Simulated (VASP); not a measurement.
Fe, 1 atom in the cell. It takes space group Fmmm (No. 69, orthorhombic). The conventional cell has a = 3.017 Å, b = 3.909 Å, c = 3.956 Å, α = 90.00°, β = 90.00°, γ = 90.00°. Fe (site symmetry mmm) has 14 Fe at 2.47 to 3.02 Å within 3.3 Å. 

- Program: VASP 6.6.1
- Task: single point
- Functional: PBE0
- Potentials or basis: VASP PAW PBE potentials, release 64 (Fe)
- Cutoff: 520 eV
- k mesh: 6 × 6 × 6
- Occupations: fermi-dirac, width 0.05 eV
- Spin: collinear spin, ferromagnetic start
- Starting moments: [3.0] μB
- Dipole correction: no
- Grid for exact exchange (PRECFOCK): Normal
- Further INCAR settings: ALGO = Normal; EDIFF = 1e-06; NBANDS = 14
- Share of exact exchange: 0.25

Potentials or basis: VASP PAW PBE potentials, release 64 (Fe).

The run is started by

```console
$ cat potpaw_PBE.64/Fe/POTCAR > POTCAR
$ cp INCAR.step1 INCAR
$ mpirun -np 1 vasp_std > vasp.out
$ cp INCAR.step2 INCAR
$ mpirun -np 1 vasp_std > vasp.out
```

Hardware: 1 thread of Intel(R) Xeon(R) Platinum 8375C CPU @ 2.90GHz (Ice Lake) (shared host).

Task: Estimate the wall time of this run.

Result: It took 61 min on 1 thread of Intel(R) Xeon(R) Platinum 8375C CPU @ 2.90GHz (Ice Lake), with other jobs on the host, peak memory 0.15 GiB. Counts: k points 46.
